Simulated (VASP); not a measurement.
# As (R-3m) in VASP: notebook

As is run at these levels: PBE; tasks: single point.

All numbers are computed with VASP 6.6.1; they aren't measurements. Logs are shortened: lines on timing, memory, paths and dates and some standing lists are left out, and cuts for length are marked.

### Step 1. The cell of the first run

Symmetry: R-3m, No. 166, trigonal system. The conventional cell has a = 3.640 Å, b = 3.640 Å, c = 9.125 Å, α = 90.00°, β = 90.00°, γ = 120.00°. Within 3.3 Å of As (site symmetry 3m) lie 6 As at 2.48 to 2.72 Å.

### Step 2. Single point, PBE

File INCAR:

```
SYSTEM = As
  ALGO = Normal
  EDIFF = 1E-6
  ENCUT = 520
  GGA = PE
  ISIF = 2
  ISMEAR = -1
  LASPH = .True.
  LCHARG = .False.
  LREAL = .False.
  LWAVE = .False.
  NBANDS = 12
  NELM = 60
  PREC = Accurate
  SIGMA = 0.05
```

File KPOINTS:

```
k-points
0
Gamma
  9 9 9
  0 0 0
```

File POSCAR:

```
As
1.0
    1.8199656780      1.0507576741      3.0417182595
   -1.8199656780      1.0507576741      3.0417182595
    0.0000000000     -2.1015153483      3.0417182594
As
2
Direct
    0.2384494355      0.2384494355      0.2384494355
    0.7615505645      0.7615505645      0.7615505645
```

Potentials or basis: VASP PAW PBE potentials, release 64 (As).

Started as:

```console
cat potpaw_PBE.64/As/POTCAR > POTCAR
mpirun -np 1 vasp_std > vasp.out
```

OUTCAR:

```text
SYSTEM = As
   EDIFF = 1E-6
   ENCUT = 520
   GGA = PE
   ISIF = 2
   ISMEAR = -1
   LASPH = .True.
   LREAL = .False.
   NELM = 60
   PREC = Accurate

 ion  position               nearest neighbor table
   1  0.238  0.238  0.238-   2 2.48   2 2.48   2 2.48   2 2.72   2 2.72   2 2.72
   2  0.762  0.762  0.762-   1 2.48   1 2.48   1 2.48   1 2.72   1 2.72   1 2.72

  LATTYP: Found a trigonal (rhomboedric) cell.
 ALAT       =     3.6970821913
 COS(alpha) =     0.5153388816

  Lattice vectors:

 A1 = (   1.8199656780,   1.0507576741,   3.0417182595)
 A2 = (  -1.8199656780,   1.0507576741,   3.0417182595)
 A3 = (   0.0000000000,  -2.1015153483,   3.0417182594)

Analysis of symmetry for initial positions (statically):
=====================================================================
 Subroutine PRICEL returns:
 Original cell was already a primitive cell.

 Routine SETGRP: Setting up the symmetry group for a
 trigonal (rhombohedral) supercell.

 Subroutine GETGRP returns: Found 12 space group operations
 (whereof 12 operations were pure point group operations)
 out of a pool of 12 trial point group operations.

The static configuration has the point symmetry D_3d.

Analysis of symmetry for dynamics (positions and initial velocities):
=====================================================================
 Subroutine PRICEL returns:
 Original cell was already a primitive cell.

 Routine SETGRP: Setting up the symmetry group for a
 trigonal (rhombohedral) supercell.

 Subroutine GETGRP returns: Found 12 space group operations
 (whereof 12 operations were pure point group operations)
 out of a pool of 12 trial point group operations.

The dynamic configuration has the point symmetry D_3d.

 Subroutine INISYM returns: Found 12 space group operations
 (whereof 12 operations are pure point group operations),
 and found     1 'primitive' translations

----------------------------------------------------------------------------------------

                                     Primitive cell

  volume of cell :      34.9008

  direct lattice vectors                    reciprocal lattice vectors
     1.819965678  1.050757674  3.041718260     0.274730456  0.158615703  0.109587182
    -1.819965678  1.050757674  3.041718260    -0.274730456  0.158615703  0.109587182
     0.000000000 -2.101515348  3.041718259     0.000000000 -0.317231405  0.109587182

  length of vectors
     3.697082191  3.697082191  3.697082191     0.335626451  0.335626451  0.335626451

  position of ions in fractional coordinates (direct lattice)
     0.238449436  0.238449436  0.238449436
     0.761550564  0.761550564  0.761550564

  ion indices of the primitive-cell ions
   primitive index   ion index
                 1           1
                 2           2

----------------------------------------------------------------------------------------

 KPOINTS: k-points

Automatic generation of k-mesh.
 Grid dimensions read from file:
 generate k-points for:    9    9    9

 Generating k-lattice:

  Cartesian coordinates                     Fractional coordinates (reciprocal lattice)
     0.030525606  0.017623967  0.012176354     0.111111111  0.000000000  0.000000000
    -0.030525606  0.017623967  0.012176354     0.000000000  0.111111111  0.000000000
     0.000000000 -0.035247934  0.012176354    -0.000000000 -0.000000000  0.111111111

  Length of vectors
     0.037291828  0.037291828  0.037291828

  Shift w.r.t. Gamma in fractional coordinates (k-lattice)
     0.000000000  0.000000000  0.000000000

 Subroutine IBZKPT returns following result:
 ===========================================

 Found     85 irreducible k-points:

 Following reciprocal coordinates:
            Coordinates               Weight
  0.000000  0.000000  0.000000      1.000000
  0.111111 -0.000000  0.000000      6.000000
  0.222222 -0.000000  0.000000      6.000000
  0.333333 -0.000000  0.000000      6.000000
  0.444444 -0.000000  0.000000      6.000000
  0.111111  0.111111  0.000000      6.000000
[... 16 lines left out ...]
 -0.333333  0.333333  0.000000      6.000000
  0.444444  0.444444  0.000000      6.000000
 [... further k-points ...]
   k-points           NKPTS =     85   k-points in BZ     NKDIM =     85   number of bands    NBANDS=     12
   number of dos      NEDOS =    301   number of ions     NIONS =      2
   total plane-waves  NPLWV =  21952
   dimension x,y,z NGX =    28 NGY =   28 NGZ =   28
   dimension x,y,z NGXF=    56 NGYF=   56 NGZF=   56
   ions per type =               2
   NGX,Y,Z   is equivalent  to a cutoff of  12.59, 12.59, 12.59 a.u.
   NGXF,Y,Z  is equivalent  to a cutoff of  25.18, 25.18, 25.18 a.u.
 SYSTEM =  As
   PREC   = accura    normal or accurate (medium, high low for compatibility)
   ISTART =      0    job   : 0-new  1-cont  2-samecut
   ICHARG =      2    charge: 1-file 2-atom 10-const
   ISPIN  =      1    spin polarized calculation?
   LNONCOLLINEAR =      F non collinear calculations
   LSORBIT =      F    spin-orbit coupling
   LASPH  =      T    aspherical Exc in radial PAW
   ENCUT  =  520.0 eV  38.22 Ry    6.18 a.u.   6.87  6.87  6.87*2*pi/ulx,y,z
   NELM   =     60;   NELMIN=  2; NELMDL= -5     # of ELM steps
   EDIFF  = 0.1E-05   stopping-criterion for ELM
   LREAL  =      F    real-space projection
   EDIFFG = 0.1E-04   stopping-criterion for IOM
   NSW    =      0    number of steps for IOM
   IBRION =     -1    ionic relax: 0-MD 1-quasi-New 2-CG
   NFREE  =      0    steps in history (QN), initial steepest desc. (CG)
   ISIF   =      2    stress and relaxation
   ISYM   =      2    0-nonsym 1-usesym 2-fastsym
   POTIM  = 0.5000    time-step for ionic-motion
   TEBEG  =    0.0;   TEEND  =   0.0 temperature during run
   PSTRESS=    0.0 pullay stress
   NELECT =      10.0000    total number of electrons
   NUPDOWN=      -1.0000    fix difference up-down
   EMIN   =  10.00;   EMAX   =-10.00  energy-range for DOS
   EFERMI =   0.00;   METHOD = LEGACY
   ISMEAR =    -1;   SIGMA  =   0.05  broadening in eV -4-tet -1-fermi 0-gaus
   EFERMI_NEDOS =   21; number of points for ismear=-14 and -15
   IALGO  =     38    algorithm
   IMIX   =      4    mixing-type and parameters
     AMIX     =   0.40;   BMIX     =  1.00
     AMIX_MAG =   1.60;   BMIX_MAG =  1.00
  volume/ion in A,a.u.               =      17.45       117.76
  Fermi-wavevector in a.u.,A,eV,Ry     =   1.079268  2.039522 15.848345  1.164820
  Thomas-Fermi vector in A             =   2.215229
   LORBIT       =      0    0 simple, 1 ext, 2 COOP (PROOUT), +10 PAW based schemes
   GGA     = PE    functional components
   LHFCALC =     F    Hartree Fock is set to
   AEXX    =    0.0000 exact exchange contribution
   IVDW    =     0    specifies the selected vdW correction
   LEPSILON=     F    determine dielectric tensor
   LRPA    =     F    only Hartree local field effects (RPA)
 non-spin polarized calculation
  energy-cutoff  :      520.00
  volume of cell :       34.90
 maximum number of plane-waves:       956
   NGX = 13   NGY = 13   NGZ = 13

 number of electron      10.0000000 magnetization

 Free energy of the ion-electron system (eV)
  ---------------------------------------------------
  ext. energy  EPLUGINS =         0.00000000
  ---------------------------------------------------
  free energy    TOTEN  =        -8.86641170 eV

  energy without entropy =       -8.86412410  energy(sigma->0) =       -8.86526790

 E-fermi :   7.7601     XC(G=0): -10.9686

 val. band max:        7.7114736655   @ k =   0.4444   0.3333   0.3333
 cond. band min:       7.7839039331   @ k =   0.4444  -0.0000   0.0000
 fundamental gap:      0.0724302676
 Fermi energy:         7.7601468474

 k-point     1 :       0.0000    0.0000    0.0000
  band No.  band energies     occupation
      1      -8.8052      2.00000
      2       3.5906      2.00000
      3       5.3160      2.00000
      4       5.3934      2.00000
      5       5.3934      2.00000
      6      11.1404      0.00000
      7      11.7815      0.00000
      8      11.7815      0.00000
      9      13.6093      0.00000
     10      13.6093      0.00000
     11      14.0369      0.00000
     12      16.2116      0.00000

 k-point     2 :       0.1111   -0.0000    0.0000
  band No.  band energies     occupation
      1      -8.6115      2.00000
      2       2.2113      2.00000
      3       5.3166      2.00000
      4       5.3646      2.00000
      5       6.2432      2.00000
      6      10.8299      0.00000
      7      11.1116      0.00000
      8      11.3440      0.00000
      9      13.2467      0.00000
     10      13.7215      0.00000
     11      13.8220      0.00000
     12      17.5509      0.00000

 k-point     3 :       0.2222   -0.0000    0.0000
  band No.  band energies     occupation
      1      -8.0329      2.00000
      2       0.0567      2.00000
      3       5.3332      2.00000
      4       5.3429      2.00000
      5       6.9680      2.00000
      6       9.6825      0.00000
      7       9.7449      0.00000
      8      10.3335      0.00000
      9      13.8154      0.00000
     10      14.5669      0.00000
     11      14.7703      0.00000
     12      20.1514      0.00000

 k-point     4 :       0.3333   -0.0000    0.0000
  band No.  band energies     occupation
      1      -7.0788      2.00000
      2      -2.0908      2.00000
      3       5.3862      2.00000
      4       5.4993      2.00000
      5       7.2729      1.99988
      6       8.4435      0.00000
      7       8.5285      0.00000
      8       9.2949      0.00000
      9      15.4758      0.00000
     10      16.2568      0.00000
     11      16.5626      0.00000
     12      22.4575      0.00000

 k-point     5 :       0.4444   -0.0000    0.0000
  band No.  band energies     occupation
      1      -5.7870      2.00000
      2      -4.0127      2.00000
      3       5.5039      2.00000
      4       5.7652      2.00000
      5       7.2409      1.99994
      6       7.7839      0.76680
      7       7.8912      0.13564
      8       8.5118      0.00000
      9      17.7169      0.00000
     10      18.5797      0.00000
     11      18.9021      0.00000
     12      20.3983      0.00000
[... 228 lines left out ...]
      1      -5.8271      2.00000
      2      -1.4894      2.00000
      3       1.0173      2.00000
      4       2.9631      2.00000
      5       3.2397      2.00000
      6      10.0011      0.00000
      7      13.6628      0.00000
      8      13.8489      0.00000
      9      15.3226      0.00000
     10      19.7201      0.00000
     11      20.5718      0.00000
     12      21.7549      0.00000

 k-point    22 :      -0.4444    0.3333   -0.0000
  band No.  band energies     occupation
      1      -4.8423      2.00000
      2      -2.9307      2.00000
      3       0.3556      2.00000
      4       3.1972      2.00000
      5       3.7860      2.00000
      6      11.4239      0.00000
      7      12.4152      0.00000
      8      13.0488      0.00000
      9      15.9427      0.00000
     10      18.5034      0.00000
     11      19.7226      0.00000
     12      22.5003      0.00000

 k-point    23 :      -0.3333    0.3333    0.0000
  band No.  band energies     occupation
      1      -4.3713      2.00000
      2      -3.9148      2.00000
      3       0.5162      2.00000
      4       3.8432      2.00000
      5       4.5684      2.00000
      6      10.6403      0.00000
      7      11.9058      0.00000
      8      14.0604      0.00000
      9      15.5355      0.00000
     10      16.4454      0.00000
     11      18.0322      0.00000
     12      21.6414      0.00000

 k-point    24 :       0.4444    0.4444    0.0000
  band No.  band energies     occupation
      1      -5.3612      2.00000
      2      -1.3861      2.00000
      3       0.2906      2.00000
      4       2.6283      2.00000
      5       2.6342      2.00000
      6       9.1990      0.00000
      7      14.7886      0.00000
      8      15.1172      0.00000
      9      17.0333      0.00000
     10      18.9057      0.00000
     11      21.5715      0.00000
     12      22.9200      0.00000

 [... further k-points ...]
[... 5 lines left out ...]
  --------------------------------------------------------------------------------------
  -------------------------------------------------------------------------------------
  Total        4.4915117      4.4915117      4.4725496     -0.0000000      0.0000000     -0.0000000
  in kB      206.1897712    206.1897712    205.3192841     -0.0000000      0.0000000     -0.0000000
  external PRESSURE =     205.8996089 kB  Pullay stress =       0.0000000 kB

 VOLUME and BASIS-vectors are now :
 -----------------------------------------------------------------------------
  energy-cutoff  :      520.00
  volume of cell :       34.90
      direct lattice vectors                 reciprocal lattice vectors
     1.819965678  1.050757674  3.041718260     0.274730456  0.158615703  0.109587182
    -1.819965678  1.050757674  3.041718260    -0.274730456  0.158615703  0.109587182
     0.000000000 -2.101515348  3.041718259     0.000000000 -0.317231405  0.109587182

 POSITION                                       TOTAL-FORCE (eV/Angst)
 -----------------------------------------------------------------------------------
      0.00000     -0.00000      2.17589         0.000000     -0.000000      0.052136
      0.00000     -0.00000      6.94927         0.000000      0.000000     -0.052136
 -----------------------------------------------------------------------------------
    total drift:                               -0.000000      0.000000     -0.000000

  FREE ENERGIE OF THE ION-ELECTRON SYSTEM (eV)
  ---------------------------------------------------
  free  energy   TOTEN  =        -8.8664117036 eV

  energy  without entropy=       -8.8641241029  energy(sigma->0) =       -8.86526790
```

Wall time 19 s (1 thread of Intel Xeon Platinum 8488C (Sapphire Rapids), shared host); peak memory 0.16 GiB.

What came out:

```
Free energy            : -8.8664 eV
Pressure               : 20.6 GPa
Largest force          : 0.052 eV/Å
Band gap on the k mesh : zero (band 5 reaches 8.25 eV, above the bottom of band 6 at 7.45 eV)
```

Forces in eV/Å, atoms in the order of the input:
```
As   0.000  0.000  0.052
As   0.000  0.000 -0.052
```

Stress tensor (GPa, compression positive):
```
20.62  0.00  0.00
 0.00 20.62  0.00
 0.00  0.00 20.53
```

Levels at points of the mesh, in eV from the Fermi level:
| k point | band 1 | band 2 | band 3 | band 4 | band 5 | band 6 | band 7 | band 8 | band 9 | band 10 |
| --- | --- | --- | --- | --- | --- | --- | --- | --- | --- | --- |
| (0.00, 0.00, 0.00) | -16.57 | -4.17 | -2.44 | -2.37 | -2.37 | 3.38 | 4.02 | 4.02 | 5.85 | 5.85 |

### Step 3. Single point, PBE

This run uses another cell than the first one, of 19.10 Å³/atom, 1.094 times its volume.

File INCAR:

```
ALGO = Normal
EDIFF = 1E-6
ENCUT = 520
GGA = PE
ISIF = 2
ISMEAR = -1
LASPH = T
LCHARG = F
LREAL = F
LWAVE = F
NBANDS = 12
NELM = 80
PREC = Accurate
SIGMA = 0.05
```

File KPOINTS:

```
k-points
0
Gamma
  9 9 9
```

File POSCAR:

```
As
1.0
    1.8580854186      1.0727661166      3.1935239930
   -1.8580854186      1.0727661166      3.1935239930
    0.0000000000     -2.1455322332      3.1935239930
As
2
Direct
    0.2342610189      0.2342610189      0.2342610189
    0.7657389811      0.7657389811      0.7657389811
```

Potentials or basis: VASP PAW PBE potentials, release 64 (As).

Started as:

```console
cat potpaw_PBE.64/As/POTCAR > POTCAR
mpirun -np 1 vasp_std > vasp.out
```

Run time: 26 s. Hardware: 1 thread of Intel Xeon Platinum 8488C (Sapphire Rapids), shared host; peak memory 0.17 GiB.

It converged, with:

| Quantity | Value |
| --- | --- |
| Free energy | -9.1716 eV |
| Pressure | 10.4 GPa |
| Largest force | 0.051 eV/Å |
| Band gap on the k mesh | zero (band 5 reaches 6.88 eV, above the bottom of band 6 at 6.75 eV) |

Forces on the atoms (eV/Å):
```
As   0.000  0.000  0.051
As   0.000  0.000 -0.051
```

Stress tensor (GPa, compression positive):
```
10.44  0.00  0.00
 0.00 10.44  0.00
 0.00  0.00 10.33
```

Levels at points of the mesh, in eV from the Fermi level:
```
           k point  band 1  band 2  band 3  band 4  band 5  band 6  band 7  band 8  band 9  band 10
(0.00, 0.00, 0.00)  -15.91   -5.04   -2.54   -2.33   -2.33    2.60    3.44    3.44    6.06     6.06
```

(Part 1 of 2 ends here.)
